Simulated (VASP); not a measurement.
# BeAu3 (Pm-3m) in VASP: notebook, part 2 of 2

VASP 6.6.1. Earlier steps stand in the parts before.

### 6 Single point, PBE

This run uses another cell than the first one, of 17.27 Å³/atom, 1.126 times its volume.

INCAR reads:

```
SYSTEM = BeAu3
PREC     = Accurate       ! precision mode
ENCUT    = 520            ! plane-wave cutoff, eV
EDIFF    = 1E-7           ! SCF threshold, eV
ISMEAR   = 1              ! smearing method
SIGMA    = 0.15           ! smearing width, eV
LREAL    = .FALSE.        ! projectors in reciprocal space
LASPH    = .TRUE.         ! aspherical terms in the spheres
NELM     = 80             ! most SCF steps
ALGO     = Normal         ! electronic algorithm
ISIF     = 2              ! what is computed and relaxed
LWAVE    = .FALSE.        ! write WAVECAR
LCHARG   = .FALSE.        ! write CHGCAR
GGA      = PE             ! functional
NBANDS   = 26             ! bands
```

KPOINTS reads:

```
regular mesh
0
G
  6 6 6
  0 0 0
```

POSCAR reads:

```
BeAu3
1.0
    4.1032094907      0.0000000000      0.0000000000
    0.0000000000      4.1032094907      0.0000000000
    0.0000000000      0.0000000000      4.1032094907
Be Au
1 3
Direct
    0.0000000000      0.0000000000      0.0000000000
    0.0000000000      0.5000000000      0.5000000000
    0.5000000000      0.0000000000      0.5000000000
    0.5000000000      0.5000000000      0.0000000000
```

Potentials or basis: VASP PAW PBE potentials, release 64 (Be, Au).

Launch:

```
> cat potpaw_PBE.64/Be/POTCAR potpaw_PBE.64/Au/POTCAR > POTCAR
> mpirun -np 1 vasp_std > vasp.out
```

OUTCAR:

```text
SYSTEM = BeAu3
   PREC = Accurate
   ENCUT = 520
   EDIFF = 1E-7
   ISMEAR = 1
   LREAL = .FALSE.
   LASPH = .TRUE.
   NELM = 80
   ISIF = 2
   GGA = PE

 ion  position               nearest neighbor table
   1  0.000  0.000  0.000-   2 2.90   3 2.90   4 2.90   2 2.90   3 2.90   2 2.90   4 2.90   2 2.90
                             3 2.90   4 2.90   3 2.90   4 2.90
   2  0.000  0.500  0.500-   1 2.90   3 2.90   4 2.90   1 2.90   4 2.90   1 2.90   3 2.90   1 2.90
                             3 2.90   4 2.90   4 2.90   3 2.90
   3  0.500  0.000  0.500-   1 2.90   2 2.90   4 2.90   1 2.90   4 2.90   2 2.90   4 2.90   4 2.90
                             1 2.90   2 2.90   1 2.90   2 2.90
   4  0.500  0.500  0.000-   1 2.90   2 2.90   3 2.90   2 2.90   3 2.90   1 2.90   3 2.90   3 2.90
                             1 2.90   2 2.90   2 2.90   1 2.90

  LATTYP: Found a simple cubic cell.
 ALAT       =     4.1032094907

  Lattice vectors:

 A1 = (   4.1032094907,   0.0000000000,   0.0000000000)
 A2 = (   0.0000000000,   4.1032094907,   0.0000000000)
 A3 = (   0.0000000000,   0.0000000000,   4.1032094907)

Analysis of symmetry for initial positions (statically):
=====================================================================
 Subroutine PRICEL returns:
 Original cell was already a primitive cell.
[... 174 lines left out ...]
 fundamental gap:      0.1174541405
 Fermi energy:         7.5530222404

 k-point     1 :       0.0000    0.0000    0.0000
  band No.  band energies     occupation
      1      -1.7398      2.00000
      2       0.6270      2.00000
      3       1.4643      2.00000
      4       1.4643      2.00000
      5       1.4643      2.00000
      6       1.7012      2.00000
[... 569 lines left out ...]
     25      18.2448      0.00000
     26      18.2448      0.00000

------------------------ aborting loop because EDIFF is reached ----------------------------------------

  FORCE on cell =-STRESS in cart. coord.  units (eV):
  Direction    XX          YY          ZZ          XY          YZ          ZX
  --------------------------------------------------------------------------------------
  -------------------------------------------------------------------------------------
  Total       -3.9341977     -3.9341977     -3.9341977      0.0000000      0.0000000      0.0000000
  in kB      -91.2421868    -91.2421868    -91.2421868      0.0000000      0.0000000      0.0000000
  external PRESSURE =     -91.2421868 kB  Pullay stress =       0.0000000 kB

 VOLUME and BASIS-vectors are now :
 -----------------------------------------------------------------------------
  energy-cutoff  :      520.00
  volume of cell :       69.08
      direct lattice vectors                 reciprocal lattice vectors
     4.103209491  0.000000000  0.000000000     0.243711661  0.000000000  0.000000000
     0.000000000  4.103209491  0.000000000     0.000000000  0.243711661  0.000000000
     0.000000000  0.000000000  4.103209491     0.000000000  0.000000000  0.243711661

 POSITION                                       TOTAL-FORCE (eV/Angst)
 -----------------------------------------------------------------------------------
      0.00000      0.00000      0.00000         0.000000      0.000000      0.000000
      0.00000      2.05160      2.05160         0.000000      0.000000      0.000000
      2.05160      0.00000      2.05160         0.000000      0.000000      0.000000
      2.05160      2.05160      0.00000         0.000000      0.000000      0.000000
 -----------------------------------------------------------------------------------
    total drift:                                0.000000     -0.000000     -0.000000

  FREE ENERGIE OF THE ION-ELECTRON SYSTEM (eV)
  ---------------------------------------------------
  free  energy   TOTEN  =       -12.9757601232 eV

  energy  without entropy=      -12.9779052126  energy(sigma->0) =      -12.97647515
```

It took 17 s on 1 thread of AMD EPYC 9R14 (Zen 4), shared host; peak memory 0.15 GiB.

Results:

```yaml
Free_energy: -12.9758 eV
Pressure: -9.1 GPa
```

Levels at points of the mesh, in eV from the Fermi level:
| k point | band 14 | band 15 | band 16 | band 17 | band 18 | band 19 | band 20 | band 21 |
| --- | --- | --- | --- | --- | --- | --- | --- | --- |
| (0.00, 0.00, 0.00) | -1.83 | -1.83 | -1.83 | 0.04 | 0.04 | 0.04 | 4.29 | 4.62 |
| (0.50, 0.00, 0.00) | -3.55 | -3.37 | -2.75 | -1.83 | 3.31 | 3.60 | 3.60 | 4.82 |
| (0.50, 0.50, 0.00) | -3.31 | -3.21 | -3.13 | -1.52 | -0.64 | -0.64 | 5.27 | 6.16 |
| (0.50, 0.50, 0.50) | -2.14 | -2.14 | -1.75 | -1.75 | -1.75 | -0.88 | 1.92 | 1.92 |

Caveat: spin-orbit coupling is left out, which moves the levels of the heavy elements.

### 7 Summary

| cell | gap on the mesh (eV) | pressure (GPa) |
| --- | --- | --- |
| a = 3.944 Å, 4 atoms | none | 6.6 |
| a = 3.985 Å, 4 atoms | none | 1.4 |
| a = 4.025 Å, 4 atoms | none | -2.9 |
| a = 4.064 Å, 4 atoms | none | -6.3 |
| a = 4.103 Å, 4 atoms | none | -9.1 |

Alike in all rows: task single point; level PBE; potentials or basis VASP PAW PBE potentials, release 64 (Be, Au); no spin polarisation; k mesh 6 × 6 × 6; cutoff (eV) 520; smearing methfessel-paxton 0.15 eV.

Caveats: spin-orbit coupling is left out, which moves the levels of the heavy elements.

Absolute energies hang on the potentials; compare differences alone.
